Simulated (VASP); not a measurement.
# Ba5Ti4O12 in VASP: further runs

Ba5Ti4O12 is run at these levels: PBEsol; tasks: single point, relaxation of the atoms.

All numbers are computed with VASP 6.6.1; they aren't measurements. Logs are shortened: lines on timing, memory, paths and dates and some standing lists are left out, and cuts for length are marked.

## (1) The cell of the first run

The cell holds a slab with vacuum, 21 atoms: a = 6.933 Å, b = 5.695 Å, c = 18.725 Å, α = 90.00°, β = 90.00°, γ = 90.00°.

## (2) Single point, PBEsol

Contents of INCAR:

```
ALGO = Normal
EDIFF = 1E-7
ENCUT = 520
GGA = PS
ISIF = 2
ISMEAR = -1
LASPH = True
LCHARG = True
LELF = True
LREAL = Auto
LVHAR = True
LWAVE = False
NBANDS = 101
NELM = 60
PREC = Accurate
SIGMA = 0.02
```

Contents of KPOINTS:

```
k-points
0
Gamma
  1 2 1
```

Contents of POSCAR:

```
Ba5Ti4O12
1.0
    6.9327230000      0.0000000000      0.0000000000
    0.0000000000      5.6946000000      0.0000000000
    0.0000000000      0.0000000000     18.7248160000
Ba Ti O
5 4 12
Direct
    0.0000000000      0.0000000000      0.0534050642
    0.6665202115      0.4751870193      0.1353230921
    0.3286154661     -0.0214238050      0.2230836340
    1.0073963722      0.5406349875      0.3254931851
    0.4960821311      0.4614898325      0.4862584497
    0.5000055534      0.9830014400      0.0534050642
    0.1455128093      0.4974712886      0.1313764579
    0.8408672898      0.9994205036      0.2338874785
    0.5282051511      0.5008077828      0.3032659974
    0.6824158415      0.0216169705      0.1113869423
    0.9832500159      0.7468303305      0.1727440206
    0.3365921298      0.7515716644      0.0958674307
    0.0000000000      0.5109928704      0.0534050642
    0.3284279496      0.2515716644      0.0979929522
   -0.0171216995      0.2607558037      0.1750671408
    0.9812738804      0.0079900256      0.3142888026
    0.6537690890      0.5858357040      0.3932588710
    0.6648614116      0.7480420047      0.2493909686
    0.3298848086      0.5465001932      0.2303146797
    0.6768047707      0.2783338601      0.2595592929
    0.3163547714      0.4342710638      0.3709836187
```

Potentials or basis: VASP PAW PBE potentials, release 64 (Ba_sv, Ti_sv, O).

Launch:

```sh
> cat potpaw_PBE.64/Ba_sv/POTCAR potpaw_PBE.64/Ti_sv/POTCAR potpaw_PBE.64/O/POTCAR > POTCAR
> mpirun -np 1 vasp_std > vasp.out
```

OUTCAR:

```text
EDIFF = 1E-7
   ENCUT = 520
   GGA = PS
   ISIF = 2
   ISMEAR = -1
   LASPH = True
   LREAL = Auto
   NELM = 60
   PREC = Accurate

 ion  position               nearest neighbor table
   1  0.000  0.000  0.053-  10 2.46  11 2.66  15 2.72  13 2.78  14 2.82  12 2.84  13 2.91   7 3.34
                             7 3.37   6 3.47   6 3.47   8 3.56   2 3.88   3 3.91   2 4.08
   2  0.667  0.475  0.135-  20 2.58  15 2.62  10 2.62  18 2.64  14 2.76  11 2.78  13 2.78  12 2.87
                            19 2.96  10 3.15   9 3.29   7 3.32   6 3.40   6 3.47   8 3.49   7 3.61
   3  0.329  0.979  0.223-  19 2.46  12 2.71  18 2.72  14 2.81  11 2.89  16 2.96  15 3.02  20 3.03
                            10 3.23  19 3.24   8 3.39   6 3.39   9 3.40   7 3.47   8 3.56   9 3.61
   4  0.007  0.541  0.325-  21 2.38  16 2.68  17 2.77  19 2.86  20 3.00  18 3.01  16 3.05  11 3.10
                            15 3.24   8 3.33   9 3.36   9 3.64   8 3.71   7 3.77   3 3.85   2 4.29
   5  0.496  0.461  0.486-  17 2.17  21 2.50   9 3.44   4 4.55   4 4.67
   6  0.500  0.983  0.053-  10 1.68  12 1.91  14 2.11   3 3.39   2 3.40   1 3.47   1 3.47   2 3.47

   7  0.146  0.497  0.131-  13 1.78  15 1.94  11 1.97  14 1.99  12 2.07  19 2.27   2 3.32   1 3.34
                             1 3.37   3 3.47   2 3.61   3 3.65   4 3.77
   8  0.841  0.999  0.234-  16 1.79  18 1.90  20 2.01  11 2.09  15 2.10   4 3.33   3 3.39   2 3.49
                             1 3.56   3 3.56   4 3.71   2 3.71
   9  0.528  0.501  0.303-  20 1.83  19 1.96  17 1.96  18 1.97  21 1.98   2 3.29   4 3.36   3 3.40
                             5 3.44   3 3.61   4 3.64
  10  0.682  0.022  0.111-   6 1.68   1 2.46   2 2.62   2 3.15   3 3.23
  11  0.983  0.747  0.173-   7 1.97   8 2.09   1 2.66   2 2.78   3 2.89   4 3.10
  12  0.337  0.752  0.096-   6 1.91   7 2.07   3 2.71   1 2.84   2 2.87
  13  0.000  0.511  0.053-   7 1.78   2 2.78   1 2.78   1 2.91
  14  0.328  0.252  0.098-   7 1.99   6 2.11   2 2.76   3 2.81   1 2.82
  15  0.983  0.261  0.175-   7 1.94   8 2.10   2 2.62   1 2.72   3 3.02   4 3.24
  16  0.981  0.008  0.314-   8 1.79   4 2.68   3 2.96   4 3.05
  17  0.654  0.586  0.393-   9 1.96   5 2.17   4 2.77
  18  0.665  0.748  0.249-   8 1.90   9 1.97   2 2.64   3 2.72   4 3.01
  19  0.330  0.547  0.230-   9 1.96   7 2.27   3 2.46   4 2.86   2 2.96   3 3.24
  20  0.677  0.278  0.260-   9 1.83   8 2.01   2 2.58   4 3.00   3 3.03
  21  0.316  0.434  0.371-   9 1.98   4 2.38   5 2.50

  LATTYP: Found a simple orthorhombic cell.
 ALAT       =     5.6946000000
 B/A-ratio  =     1.2174205388
 C/A-ratio  =     3.2881705475

  Lattice vectors:

 A1 = (   0.0000000000,  -5.6946000000,   0.0000000000)
 A2 = (   6.9327230000,   0.0000000000,   0.0000000000)
 A3 = (   0.0000000000,   0.0000000000,  18.7248160000)

Analysis of symmetry for initial positions (statically):
=====================================================================
 Subroutine PRICEL returns:
 Original cell was already a primitive cell.

 Routine SETGRP: Setting up the symmetry group for a
 simple orthorhombic supercell.

 Subroutine GETGRP returns: Found  1 space group operations
 (whereof  1 operations were pure point group operations)
 out of a pool of  8 trial point group operations.

The static configuration has the point symmetry C_1 .

Analysis of symmetry for dynamics (positions and initial velocities):
=====================================================================
 Subroutine PRICEL returns:
 Original cell was already a primitive cell.

 Routine SETGRP: Setting up the symmetry group for a
 simple orthorhombic supercell.

 Subroutine GETGRP returns: Found  1 space group operations
 (whereof  1 operations were pure point group operations)
 out of a pool of  8 trial point group operations.

The dynamic configuration has the point symmetry C_1 .

 Subroutine INISYM returns: Found  1 space group operations
 (whereof  1 operations are pure point group operations),
 and found     1 'primitive' translations

----------------------------------------------------------------------------------------

                                     Primitive cell

  volume of cell :     739.2386

  direct lattice vectors                    reciprocal lattice vectors
     6.932723000  0.000000000  0.000000000     0.144243467  0.000000000  0.000000000
     0.000000000  5.694600000  0.000000000     0.000000000  0.175604959  0.000000000
     0.000000000  0.000000000 18.724816000     0.000000000  0.000000000  0.053405064

  length of vectors
     6.932723000  5.694600000 18.724816000     0.144243467  0.175604959  0.053405064

  position of ions in fractional coordinates (direct lattice)
     0.000000000  0.000000000  0.053405064
     0.666520211  0.475187019  0.135323092
     0.328615466  0.978576195  0.223083634
     0.007396372  0.540634987  0.325493185
     0.496082131  0.461489832  0.486258450
     0.500005553  0.983001440  0.053405064
[... 13 lines left out ...]
[... 59 lines left out ...]
   LSORBIT =      F    spin-orbit coupling
   LASPH  =      T    aspherical Exc in radial PAW
   ENCUT  =  520.0 eV  38.22 Ry    6.18 a.u.  12.89 10.59 34.82*2*pi/ulx,y,z
   NELM   =     60;   NELMIN=  2; NELMDL= -5     # of ELM steps
   EDIFF  = 0.1E-06   stopping-criterion for ELM
   LREAL  =      T    real-space projection
   EDIFFG = 0.1E-05   stopping-criterion for IOM
   NSW    =      0    number of steps for IOM
   IBRION =     -1    ionic relax: 0-MD 1-quasi-New 2-CG
   NFREE  =      0    steps in history (QN), initial steepest desc. (CG)
   ISIF   =      2    stress and relaxation
   ISYM   =      2    0-nonsym 1-usesym 2-fastsym
   POTIM  = 0.5000    time-step for ionic-motion
   TEBEG  =    0.0;   TEEND  =   0.0 temperature during run
   PSTRESS=    0.0 pullay stress
   NELECT =     170.0000    total number of electrons
   NUPDOWN=      -1.0000    fix difference up-down
   EMIN   =  10.00;   EMAX   =-10.00  energy-range for DOS
   EFERMI =   0.00;   METHOD = LEGACY
   ISMEAR =    -1;   SIGMA  =   0.02  broadening in eV -4-tet -1-fermi 0-gaus
   EFERMI_NEDOS =   21; number of points for ismear=-14 and -15
   IALGO  =     38    algorithm
   IMIX   =      4    mixing-type and parameters
     AMIX     =   0.40;   BMIX     =  1.00
     AMIX_MAG =   1.60;   BMIX_MAG =  1.00
  volume/ion in A,a.u.               =      35.20       237.55
  Fermi-wavevector in a.u.,A,eV,Ry     =   1.002989  1.895375 13.687289  1.005987
  Thomas-Fermi vector in A             =   2.135512
   LORBIT       =      0    0 simple, 1 ext, 2 COOP (PROOUT), +10 PAW based schemes
   GGA     = PS    functional components
   LHFCALC =     F    Hartree Fock is set to
   AEXX    =    0.0000 exact exchange contribution
   IVDW    =     0    specifies the selected vdW correction
   LEPSILON=     F    determine dielectric tensor
   LRPA    =     F    only Hartree local field effects (RPA)
 non-spin polarized calculation
  energy-cutoff  :      520.00
  volume of cell :      739.24
 maximum number of plane-waves:     19929
 NGX is ok and might be reduce to    50
   NGX = 25   NGY = 21   NGZ = 69

 number of electron     169.9999991 magnetization

 Free energy of the ion-electron system (eV)
  ---------------------------------------------------
  ext. energy  EPLUGINS =         0.00000000
  ---------------------------------------------------
  free energy    TOTEN  =      -161.83601760 eV

  energy without entropy =     -161.80537762  energy(sigma->0) =     -161.82069761

 E-fermi :   0.6763     XC(G=0):  -5.8108

 val. band max:        0.6661427535   @ k =   0.0000   0.0000   0.0000
 cond. band min:       0.6927300446   @ k =   0.0000   0.5000   0.0000
 fundamental gap:      0.0265872911
 Fermi energy:         0.6762934025

 k-point     1 :       0.0000    0.0000    0.0000
  band No.  band energies     occupation
      1     -57.7039      2.00000
      2     -57.5124      2.00000
      3     -57.2475      2.00000
      4     -57.2068      2.00000
      5     -34.5603      2.00000
      6     -34.1328      2.00000
[... 89 lines left out ...]
     96       2.3405      0.00000
     97       2.4212      0.00000

 k-point     2 :       0.0000    0.5000    0.0000
  band No.  band energies     occupation
      1     -57.7039      2.00000
      2     -57.5124      2.00000
      3     -57.2475      2.00000
      4     -57.2068      2.00000
      5     -34.5602      2.00000
      6     -34.1331      2.00000
[... 89 lines left out ...]
     96       2.2770      0.00000
     97       2.3562      0.00000
 [bands above 97 left out]

------------------------ aborting loop because EDIFF is reached ----------------------------------------

  FORCE on cell =-STRESS in cart. coord.  units (eV):
  Direction    XX          YY          ZZ          XY          YZ          ZX
  --------------------------------------------------------------------------------------
  -------------------------------------------------------------------------------------
  Total        5.2366421     -0.4091148     -5.5752697     -0.0788713     -4.2001163      3.4641338
  in kB       11.3495552     -0.8866886    -12.0834746     -0.1709405     -9.1030571      7.5079367
  external PRESSURE =      -0.5402027 kB  Pullay stress =       0.0000000 kB

 VOLUME and BASIS-vectors are now :
 -----------------------------------------------------------------------------
  energy-cutoff  :      520.00
  volume of cell :      739.24
      direct lattice vectors                 reciprocal lattice vectors
     6.932723000  0.000000000  0.000000000     0.144243467  0.000000000  0.000000000
     0.000000000  5.694600000  0.000000000     0.000000000  0.175604959  0.000000000
     0.000000000  0.000000000 18.724816000     0.000000000  0.000000000  0.053405064

 POSITION                                       TOTAL-FORCE (eV/Angst)
 -----------------------------------------------------------------------------------
      0.00000      0.00000      1.00000         1.359185     -0.183055     -0.890860
      4.62080      2.70600      2.53390        -0.149314      1.183444     -0.172412
      2.27820      5.57260      4.17720        -0.389298      1.316004      0.143842
      0.05128      3.07870      6.09480        -0.723664     -0.636567     -0.416125
      3.43920      2.62800      9.10510        -0.959461     -0.375007      0.173189
      3.46640      5.59780      1.00000        -5.115558      0.379529      1.813704
[... 13 lines left out ...]
      4.69210      1.58500      4.86020        -0.631304     -1.358177      0.254744
      2.19320      2.47300      6.94660         1.380752     -0.357173     -0.105054
 -----------------------------------------------------------------------------------
    total drift:                                0.011077     -0.004341     -0.020992

  FREE ENERGIE OF THE ION-ELECTRON SYSTEM (eV)
  ---------------------------------------------------
  free  energy   TOTEN  =      -161.8360175965 eV

  energy  without entropy=     -161.8053776153  energy(sigma->0) =     -161.82069761
```

Wall time 8.5 min (1 thread of AMD EPYC 7R13 (Zen 3), shared host); peak memory 0.65 GiB.

What came out:

```yaml
Free_energy: -161.8360 eV
Largest_force: 5.441 eV/Å
Band_gap_on_the_k_mesh: zero (bands 85 and 86 overlap by 0.03 eV)
```

Forces in eV/Å, atoms in the order of the input:
```
Ba   1.359 -0.183 -0.891
Ba  -0.149  1.183 -0.172
Ba  -0.389  1.316  0.144
Ba  -0.724 -0.637 -0.416
Ba  -0.959 -0.375  0.173
Ti  -5.116  0.380  1.814
Ti  -0.453 -0.102 -0.045
Ti   1.398  0.300  0.772
Ti  -1.311  0.531  1.726
O    0.473 -0.329  1.230
O    0.374  1.378  1.011
O    1.576  1.057 -1.648
O    0.080 -0.051 -0.170
O    1.402 -1.516 -1.399
O    0.613 -1.221  0.578
O   -0.422 -0.249 -1.903
O    1.538  0.219 -1.902
O   -0.194  0.952  0.593
O    0.154 -0.937  0.356
O   -0.631 -1.358  0.255
O    1.381 -0.357 -0.105
```

Levels at points of the mesh, in eV from the Fermi level:
```csv
k point,band 82,band 83,band 84,band 85,band 86,band 87,band 88,band 89
"(0.00, 0.00, 0.00)",-2.46,-2.35,-2.01,-0.27,-0.01,0.05,0.42,0.60
"(0.00, 0.50, 0.00)",-2.51,-2.35,-2.00,0.02,0.33,0.57,0.79,0.99
```

Caveat: the k points lie up to 0.91 Å⁻¹ apart, too coarse for converged energies, forces and pressures; the atoms stand as in a frame of molecular dynamics; there is no dipole correction, which matters where the two faces differ; the PAW data sets were made with another functional, which shifts forces and pressure a little; spin-orbit coupling is left out, which moves the levels of the heavy elements; semilocal functionals often make such compounds metallic where correlation or magnetic order opens a gap, which also shifts bond lengths.

## (3) Relaxation of the atoms, PBEsol

Contents of INCAR:

```
SYSTEM = Ba5Ti4O12
  ALGO = Normal
  EDIFF = 1E-6
  EDIFFG = -0.08
  ENCUT = 520
  GGA = PS
  IBRION = 2
  ISIF = 2
  ISMEAR = -1
  LASPH = .True.
  LCHARG = .False.
  LREAL = Auto
  LWAVE = .False.
  NCORE = 4
  NELM = 100
  NSW = 45
  PREC = Accurate
  SIGMA = 0.02
```

Contents of KPOINTS:

```
k-points
0
Gamma
  1 2 1
  0 0 0
```

Contents of POSCAR:

```
Ba5Ti4O12
1.0
    6.9327230000      0.0000000000      0.0000000000
    0.0000000000      5.6946000000      0.0000000000
    0.0000000000      0.0000000000     18.7248160000
Ba Ti O
5 4 12
Selective dynamics
Direct
    0.0000000000      0.0000000000      0.0534051000  F F F
    0.6650210000      0.5000000000      0.1404543000  T T T
    0.3300421000      0.0000000000      0.2275034000  T T T
    0.9950631000      0.5000000000      0.3145526000  T T T
    0.3696822000      0.4971296000      0.5140139000  T T T
    0.5000000000      0.9830000000      0.0534051000  F F F
    0.1650210000      0.4830000000      0.1404543000  T T T
    0.8300421000      0.9830000000      0.2275034000  T T T
    0.4950631000      0.4830000000      0.3145526000  T T T
    0.6650210000      0.0110000000      0.1404543000  T T T
    0.9934448000      0.7515700000      0.1850408000  T T T
    0.3365973000      0.7515700000      0.0958677000  F F F
    0.0000000000      0.5110000000      0.0534051000  F F F
    0.3284238000      0.2515700000      0.0979917000  F F F
    0.0016183000      0.2515700000      0.1829168000  T T T
    0.9950631000      0.0110000000      0.3145526000  T T T
    0.3234869000      0.7515700000      0.3591392000  T T T
    0.6666393000      0.7515700000      0.2699660000  T T T
    0.3300421000      0.5110000000      0.2275034000  T T T
    0.6584659000      0.2515700000      0.2720900000  T T T
    0.3316604000      0.2515700000      0.3570152000  T T T
```

Potentials or basis: VASP PAW PBE potentials, release 64 (Ba_sv, Ti_sv, O).

Launch:

```sh
> cat potpaw_PBE.64/Ba_sv/POTCAR potpaw_PBE.64/Ti_sv/POTCAR potpaw_PBE.64/O/POTCAR > POTCAR
> mpirun -np 4 vasp_std > vasp.out
```

Wall time 30 min (4 MPI ranks of Intel Xeon Platinum 8259CL at 2.50GHz (Skylake/Cascade Lake), shared host); peak memory 0.29 GiB.

The run converged. Its results:

```
Free energy               : -162.6032 eV
Energy gained by relaxing : 300.9 meV/atom
Ionic steps               : 32
Band gap on the k mesh    : zero (bands 85 and 86 overlap by 0.06 eV)
```

The path:
```tsv
step	energy change (eV)	largest force on free atoms (eV/Å)	pressure (GPa)
1	0.0000	5.6625	-3.49
2	-3.3009	6.8504	-1.11
3	-3.3633	4.1989	-1.61
4	-4.5378	4.4920	-0.36
5	-4.6485	2.5527	-0.83
6	-5.4270	2.1034	-1.02
7	-5.4644	1.9541	-0.96
8	-5.8996	1.6211	-0.87
9	-5.9007	1.5701	-0.88
10	-6.0492	1.6253	-1.11
11	-6.0551	1.3092	-1.08
12	-6.1637	0.5202	-0.83
13	-6.1639	0.4608	-0.84
14	-6.1995	0.3430	-0.81
15	-6.2082	0.4254	-0.77
16	-6.2347	0.2419	-0.66
17	-6.2426	0.4967	-0.51
18	-6.2604	0.3908	-0.53
19	-6.2722	0.4143	-0.55
20	-6.2851	0.2455	-0.55
21	-6.2876	0.2251	-0.54
22	-6.2952	0.1990	-0.55
23	-6.2980	0.2496	-0.55
24	-6.3037	0.1534	-0.49
25	-6.3040	0.2319	-0.46
26	-6.3084	0.1300	-0.43
27	-6.3101	0.1475	-0.39
28	-6.3138	0.1187	-0.34
29	-6.3138	0.1536	-0.32
30	-6.3169	0.0839	-0.34
31	-6.3172	0.1203	-0.34
32	-6.3193	0.0770	-0.31
```

Final structure:
```cif
data_structure
_symmetry_space_group_name_H-M 'P 1'
_symmetry_Int_Tables_number 1
_cell_length_a 6.9327
_cell_length_b 5.6946
_cell_length_c 18.7248
_cell_angle_alpha 90.000
_cell_angle_beta 90.000
_cell_angle_gamma 90.000
_cell_volume 739.24
loop_
_atom_site_label
_atom_site_type_symbol
_atom_site_fract_x
_atom_site_fract_y
_atom_site_fract_z
_atom_site_occupancy
Ba1 Ba 0.00000 0.00000 0.05341 1
Ba2 Ba 0.65955 0.49389 0.13984 1
Ba3 Ba 0.32949 0.99762 0.24142 1
Ba4 Ba 0.98995 0.49753 0.31000 1
Ba5 Ba 0.36427 0.49698 0.47204 1
Ti1 Ti 0.50000 0.98300 0.05341 1
Ti2 Ti 0.14000 0.49631 0.13232 1
Ti3 Ti 0.83855 0.99676 0.23565 1
Ti4 Ti 0.48438 0.49668 0.30599 1
O1 O 0.67966 0.99489 0.11654 1
O2 O 0.00455 0.75646 0.17879 1
O3 O 0.33660 0.75157 0.09587 1
O4 O 0.00000 0.51100 0.05341 1
O5 O 0.32842 0.25157 0.09799 1
O6 O 0.99692 0.24882 0.17810 1
O7 O 0.98789 0.99959 0.31004 1
O8 O 0.40313 0.72492 0.36657 1
O9 O 0.67458 0.73802 0.25748 1
O10 O 0.31346 0.50135 0.23277 1
O11 O 0.67257 0.25595 0.25848 1
O12 O 0.39266 0.27064 0.36562 1
```

Levels at points of the mesh, in eV from the Fermi level:
```
           k point  band 83  band 84  band 85  band 86  band 87  band 88
(0.00, 0.00, 0.00)    -2.25    -1.84    -0.26    -0.03     0.31     0.53
(0.00, 0.50, 0.00)    -2.36    -2.31     0.03     0.38     0.51     0.68
```

Caveat: the k points lie up to 0.91 Å⁻¹ apart, too coarse for converged energies, forces and pressures; there is no dipole correction, which matters where the two faces differ; the PAW data sets were made with another functional, which shifts forces and pressure a little; spin-orbit coupling is left out, which moves the levels of the heavy elements; semilocal functionals often make such compounds metallic where correlation or magnetic order opens a gap, which also shifts bond lengths.

The gap in the log of VASP goes by the Fermi energy; the results here count the filled bands.